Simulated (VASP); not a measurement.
## NiMoIrPdW: single point with PBE

Crystal: NiMoIrPdW.

```
CELL_PARAMETERS angstrom
2.76778 0.00000 0.00000
-1.38389 2.39697 0.00000
0.00000 0.00000 21.91201
ATOMIC_POSITIONS crystal
Ni 0.33333 0.66667 0.04459
Ni 0.66667 0.33333 0.95587
Mo 0.66667 0.33333 0.34195
Mo 0.66667 0.33333 0.76323
Pd 0.33333 0.66667 0.44728
Pd 0.33333 0.66667 0.65720
Ir 0.33333 0.66667 0.23984
Ir 0.33333 0.66667 0.86092
W 0.66667 0.33333 0.13687
W 0.66667 0.33333 0.55227
```

- Program: VASP 6.6.1
- Task: single point
- Functional: PBE
- Potentials or basis: VASP PAW PBE potentials, release 64 (Ni, Mo_sv, Pd, Ir, W_sv)
- Cutoff: 520 eV
- k mesh: 8 × 8 × 1
- Occupations: fermi-dirac, width 0.05 eV
- Spin: collinear spin, ferromagnetic start
- Starting moments: [1.0, 1.0, 1.0, 1.0, 0.0, 0.0, 0.6, 0.6, 0.0, 0.0] μB
- Dipole correction: no
- Further INCAR settings: ALGO = Normal; EDIFF = 1e-06; NBANDS = 72

```yaml
Pressure: 0.3 GPa
Largest_force: 0.025 eV/Å
Band_gap_on_the_k_mesh: zero (filled and empty bands overlap)
Net_moment: 0.00 μB per cell
Valence_electrons_inside_the_program's_atomic_spheres: Ni 9.25, 9.15; Mo 12.46, 12.50; Pd 9.61, 9.60; Ir 8.42, 8.35; W 12.09, 12.01
```

Forces on the atoms (eV/Å):
```
Ni   0.000  0.000 -0.013
Ni   0.000  0.000  0.002
Mo   0.000  0.000  0.010
Mo   0.000  0.000 -0.025
Pd   0.000  0.000 -0.008
Pd   0.000  0.000  0.011
Ir   0.000  0.000  0.016
Ir   0.000  0.000  0.023
W    0.000  0.000 -0.015
W    0.000  0.000 -0.001
```

Levels at points of the mesh, in eV from the Fermi level:
Spin up:
| k point | band 53 | band 54 | band 55 | band 56 | band 57 | band 58 | band 59 | band 60 |
| --- | --- | --- | --- | --- | --- | --- | --- | --- |
| (0.00, 0.00, 0.00) | -1.37 | -0.98 | -0.98 | -0.62 | -0.62 | -0.62 | -0.42 | -0.34 |
| (0.50, 0.00, 0.00) | -0.14 | -0.06 | 0.49 | 0.91 | 0.97 | 1.34 | 1.37 | 1.58 |
Spin down:
```
           k point  band 53  band 54  band 55  band 56  band 57  band 58  band 59  band 60
(0.00, 0.00, 0.00)    -1.37    -0.98    -0.98    -0.62    -0.62    -0.62    -0.42    -0.34
(0.50, 0.00, 0.00)    -0.14    -0.06     0.49     0.91     0.97     1.34     1.37     1.58
```

It took 11 min on 1 thread of AMD EPYC 9R45 96-Core Processor (Zen 5), with other jobs on the host, peak memory 0.46 GiB.

Caveat: spin-orbit coupling is left out, which moves the levels of the heavy elements.
